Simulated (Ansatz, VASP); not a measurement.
## InF3 in VASP and in Ansatz

INCAR

```
ALGO = Normal
EDIFF = 1E-6
EDIFFG = -0.002
ENCUT = 600
IBRION = 2
ISIF = 3
ISMEAR = 0
LASPH = T
LCHARG = F
LREAL = F
LWAVE = F
NELM = 100
NSW = 100
PREC = Accurate
SIGMA = 0.02
```

KPOINTS

```
k-points
0
Gamma
  6 6 6
```

File POSCAR:

```
InF3
1.0
    2.6021411800      1.5023469100      4.9075061300
   -2.6021411800      1.5023469100      4.9075061300
    0.0000000000     -3.0046938200      4.9075061300
In F
2 6
Direct
    1.0000000000      1.0000000000      0.0000000000
    0.5000000000      0.5000000000      0.5000000000
    0.8957092200      0.2500000000      0.6042907800
    0.2500000000      0.6042907800      0.8957092200
    0.3957092200      0.1042907800      0.7500000000
    0.7500000000      0.3957092200      0.1042907800
    0.1042907800      0.7500000000      0.3957092200
    0.6042907800      0.8957092200      0.2500000000
```

Input for Ansatz:

```yaml
crystal:
  lattice:
    - [2.60214118, 1.50234691, 4.90750613]
    - [-2.60214118, 1.50234691, 4.90750613]
    - [0.0, -3.00469382, 4.90750613]
  atoms:
    - { symbol: In, position: [1.0, 1.0, 0.0] }
    - { symbol: In, position: [0.5, 0.5, 0.5] }
    - { symbol: F, position: [0.89570922, 0.25, 0.60429078] }
    - { symbol: F, position: [0.25, 0.60429078, 0.89570922] }
    - { symbol: F, position: [0.39570922, 0.10429078, 0.75] }
    - { symbol: F, position: [0.75, 0.39570922, 0.10429078] }
    - { symbol: F, position: [0.10429078, 0.75, 0.39570922] }
    - { symbol: F, position: [0.60429078, 0.89570922, 0.25] }
basis:
  ecutwfc: 420
kpoints:
  mp_grid: { grid: [6, 6, 6] }
hamiltonian:
  xc: lda
scf:
  occupations: { method: gaussian, width: 0.02 }
output:
  forces: true
  stress: true
  eigenvalues: true
relax:
  adjacent_minimum: "off"
  f_tol: 0.002
  max_steps: 80
  cell: { stress_tol: 0.02 }
```

Alike in both runs: task relaxation of cell and atoms; functional LDA; k mesh 6 × 6 × 6; occupations gaussian, width 0.02 eV; no spin polarisation.

|  | VASP | Ansatz |
| --- | --- | --- |
| version | VASP 6.6.1 | Ansatz 0.2.0 |
| potentials or method | VASP PAW LDA potentials, release 64 (In_d, F), cutoff 600 eV | scalar-relativistic, plane waves, PAW |
| valence electrons in the cell | 68 | 68 |

VASP gave:

* gap on the k mesh at the Fermi level, each at its own relaxed structure (eV): 4.20
* relaxed volume (Å³/atom): 13.42
* relaxed cell length with the largest relative difference (Å): 5.682

Task: What did Ansatz give for the same quantities?

Result: gap on the k mesh at the Fermi level, each at its own relaxed structure (eV): 4.27; relaxed volume (Å³/atom): 13.58; relaxed cell length with the largest relative difference (Å): 5.671.

LDA's correlation is that of Perdew and Zunger in VASP and of Perdew and Wang (1992) in Ansatz.
